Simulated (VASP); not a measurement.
**TlPtN: single point with PBE**

The system is TlPtN.

```
Tl Pt N
1.0
     4.15504    0.00000    0.00000
     0.00000    4.15504    0.00000
     0.00000    0.00000    7.72085
Tl Pt N
2 2 2
Direct
  0.00000 0.00000 0.79615
  0.00000 0.00000 0.20385
  0.50000 0.50000 0.16701
  0.50000 0.50000 0.83299
  0.50000 0.50000 0.42620
  0.50000 0.50000 0.57380
```

The cell was built from a structure type or drawn by symmetry, and may not be a known phase.

- Program: VASP 6.6.1
- Task: single point
- Functional: PBE
- Potentials or basis: VASP PAW PBE potentials, release 64 (Tl_d, Pt, N)
- Cutoff: 520 eV
- k mesh: 8 × 8 × 4
- Occupations: gaussian, width 0.1 eV
- Spin: no spin polarisation

```yaml
Pressure: 0.2 GPa
Largest_force: 0.943 eV/Å
Band_gap_on_the_k_mesh: zero (bands 28 and 29 overlap by 1.25 eV)
```

Forces in eV/Å, atoms in the order of the input:
```
Tl   0.000  0.000 -0.001
Tl   0.000  0.000  0.001
Pt   0.000  0.000 -0.013
Pt   0.000  0.000  0.013
N    0.000  0.000 -0.943
N    0.000  0.000  0.943
```

Stress tensor (GPa, compression positive):
```
-0.11  0.00  0.00
 0.00 -0.11  0.00
 0.00  0.00  0.93
```

Levels at points of the mesh, in eV from the Fermi level:
```csv
k point,band 26,band 27,band 28,band 29,band 30,band 31
"(0.00, 0.00, 0.00)",-1.81,-0.25,0.45,1.82,1.82,2.17
"(0.50, 0.00, 0.00)",-2.23,-1.92,-1.80,0.96,1.95,1.98
"(0.50, 0.50, 0.00)",-0.98,-0.98,-0.81,-0.62,-0.14,0.70
"(0.00, 0.00, 0.50)",-1.49,0.43,0.55,0.57,0.57,2.42
"(0.50, 0.00, 0.50)",-1.79,-1.44,-1.44,1.21,1.27,2.54
"(0.50, 0.50, 0.50)",-1.71,-0.95,-0.87,-0.48,-0.43,0.88
```

Wall time 5.2 min on 1 thread of AMD EPYC 7R13, with other jobs on the host, peak memory 0.34 GiB.

Caveat: the standard files for N, O and F lose accuracy on very short bonds; spin-orbit coupling is left out, which moves the levels of the heavy elements.
